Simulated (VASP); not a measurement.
Wanted: the native input for a VASP 6.6.1 run.

| Item | Value |
| --- | --- |
| Task | single point |
| Functional | PBEsol |
| Potentials or basis | VASP PAW PBE potentials, release 64 (Pd) |
| Cutoff | 520 eV |
| k mesh | 12 × 12 × 12 |
| Occupations | fermi-dirac, width 0.05 eV |
| Spin | no spin polarisation |
| Dipole correction | no |
| Further INCAR settings | ALGO = Normal; EDIFF = 1e-07; NBANDS = 17 |

The structure of Pd lies in POSCAR:

```
Pd
1.0
    0.0000000000      2.7445991625      2.7445991625
    2.7445991625      0.0000000000      2.7445991625
    2.7445991625      2.7445991625      0.0000000000
Pd
2
Direct
   -0.1250000000     -0.1250000000     -0.1250000000
    0.1250000000      0.1250000000      0.1250000000
```

This cell differs from its parent crystal: volume scaled by 0.9.

The input as run:

INCAR

```
PREC = Accurate
ENCUT = 520
EDIFF = 1E-7
ISMEAR = -1
SIGMA = 0.05
LREAL = F
LASPH = T
NELM = 80
ALGO = Normal
ISIF = 2
LWAVE = F
LCHARG = F
GGA = PS
NBANDS = 17
```

KPOINTS

```
Automatic mesh
0
Gamma
  12 12 12
```

Potentials or basis: VASP PAW PBE potentials, release 64 (Pd).

Command:

```sh
$ cat potpaw_PBE.64/Pd/POTCAR > POTCAR
$ mpirun -np 1 vasp_std > vasp.out
```

It gave:

| Property | Result |
| --- | --- |
| Pressure | 10.9 GPa |
| Band gap on the k mesh | zero (band 10 reaches 5.76 eV, above the bottom of band 11 at 5.23 eV) |

Caveat: the PAW data sets were made with another functional, which shifts forces and pressure a little.

It took 48 s on 1 thread of Intel(R) Xeon(R) Platinum 8259CL CPU @ 2.50GHz (Skylake/Cascade Lake), with other jobs on the host, peak memory 0.19 GiB.
